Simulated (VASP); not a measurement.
Input of a VASP 6.6.1 run:

Contents of INCAR:

```
SYSTEM = Si3C2
PREC = Accurate
ENCUT = 520
EDIFF = 1E-6
ISMEAR = 0
SIGMA = 0.1
LREAL = .FALSE.
LASPH = .TRUE.
NELM = 100
ALGO = Normal
ISIF = 2
LWAVE = .FALSE.
LCHARG = .FALSE.
GGA = PE
NBANDS = 18
```

File KPOINTS:

```
Automatic mesh
0
G
  4 4 4
  0 0 0
```

File POSCAR:

```
Si3C2
1.0
    4.0140501869      0.0000000000      0.0000000000
    0.0000000000      4.0140501869      0.0000000000
    0.0000000000      0.0000000000      4.0140501869
Si C
3 2
Direct
    0.0000000000      0.5000000000      0.5000000000
    0.5000000000      0.0000000000      0.5000000000
    0.5000000000      0.5000000000      0.0000000000
    0.5000000000      0.5000000000      0.5000000000
    0.0000000000      0.0000000000      0.0000000000
```

Potentials or basis: VASP PAW PBE potentials, release 64 (Si, C).

The run is started by

```sh
$ cat potpaw_PBE.64/Si/POTCAR potpaw_PBE.64/C/POTCAR > POTCAR
$ mpirun -np 1 vasp_std > vasp.out
```

Problem. Estimate the band gap on the k mesh.

Solution. Zero (bands 10 and 11 overlap by 3.54 eV).

Problem. Predict the pressure.

Solution. -0.1 GPa.

Caveat: the k points lie up to 0.39 Å⁻¹ apart, too coarse for converged energies and pressures of a metal.
